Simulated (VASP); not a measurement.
The system is Cu.

```
Cu
1.0
    -1.43500    1.43500    1.43500
     1.43500   -1.43500    1.43500
     1.43500    1.43500   -1.43500
Cu
1
Direct
  0.00000 0.00000 0.00000
```

This isn't the form of Cu at room conditions, which is fcc.

| Property | Result |
| --- | --- |
| Program | VASP 6.6.1 |
| Task | relaxation of cell and atoms |
| Functional | r2SCAN |
| Potentials or basis | VASP PAW PBE potentials, release 64 (Cu) |
| Cutoff | 660 eV |
| k mesh | 10 × 10 × 10 |
| Occupations | fermi-dirac, width 0.05 eV |
| Spin | no spin polarisation |

At the start: pressure -4.0 GPa; volume 11.82 Å³/atom.

Task: How do energy, volume and symmetry change on relaxing?

Result: Over 3 steps the energy falls by 3.8 meV/atom and the volume is 11.52 Å³/atom (-2.6 %); space group Im-3m (No. 229, to 0.1 Å) before and after.

The path:
```tsv
step	energy change (eV)	largest force (eV/Å)	pressure (GPa)	volume (Å³)
1	0.0000	0.0000	-3.97	11.82
2	-0.0023	0.0000	2.73	11.33
3	-0.0038	0.0000	-0.12	11.52
```

Final structure:
```
Cu
1.0
    -1.42255    1.42255    1.42255
     1.42255   -1.42255    1.42255
     1.42255    1.42255   -1.42255
Cu
1
Direct
  0.00000 0.00000 0.00000
```

Caveat: the PAW data sets were made with another functional, which shifts forces and pressure a little.
